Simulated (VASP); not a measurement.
Write the native input for VASP 6.6.1 that does the following.

```
Task                   : single point
Functional             : LDA
Potentials or basis    : VASP PAW LDA potentials, release 64 (Zn, Ir)
Cutoff                 : 520 eV
k mesh                 : 14 × 14 × 8
Occupations            : fermi-dirac, width 0.03 eV
Spin                   : collinear spin
Starting moments       : [0.0, 0.5] μB
Fixed moment           : 0.5 μB
Dipole correction      : no
Further INCAR settings : ALGO = Normal; EDIFF = 1e-06; NBANDS = 22
```

The structure of ZnIr lies in POSCAR:

```
ZnIr
1.0
    2.7771790596      0.0000000000      0.0000000000
   -1.3885895298      2.4051076165      0.0000000000
    0.0000000000      0.0000000000      4.1638620700
Zn Ir
1 1
Direct
    0.6666666667      0.3333333333      0.5000000000
    0.0000000000      0.0000000000      0.0000000000
```

The input as run:

INCAR

```
SYSTEM = ZnIr
PREC = Accurate
ENCUT = 520
EDIFF = 1E-6
ISMEAR = -1
SIGMA = 0.03
LREAL = .False.
LASPH = .True.
NELM = 150
ALGO = Normal
ISIF = 2
LWAVE = .False.
LCHARG = .True.
ISPIN = 2
MAGMOM = 0 0.5
LORBIT = 11
NUPDOWN = 0.5
LMAXMIX = 4
GGA = CA
LELF = .True.
LVHAR = .True.
NBANDS = 22
```

KPOINTS

```
regular mesh
0
Gamma
  14 14 8
  0 0 0
```

Potentials or basis: VASP PAW LDA potentials, release 64 (Zn, Ir).

Run with:

```bash
$ cat potpaw_LDA.64/Zn/POTCAR potpaw_LDA.64/Ir/POTCAR > POTCAR
$ mpirun -np 1 vasp_std > vasp.out
```

Results of the run:

* Pressure: -6.9 GPa
* Net moment: 0.50 μB per cell
* Site moments: Zn +0.03; Ir +0.43 μB
* Valence electrons inside the program's atomic spheres: Zn 10.93; Ir 8.32

Caveat: the cell stands under tension; the total moment is fixed, so each spin has its own Fermi level and the state may be an excited one.

It took 46 s on 1 thread of Intel(R) Xeon(R) 6975P-C (Granite Rapids), with other jobs on the host, peak memory 0.23 GiB.
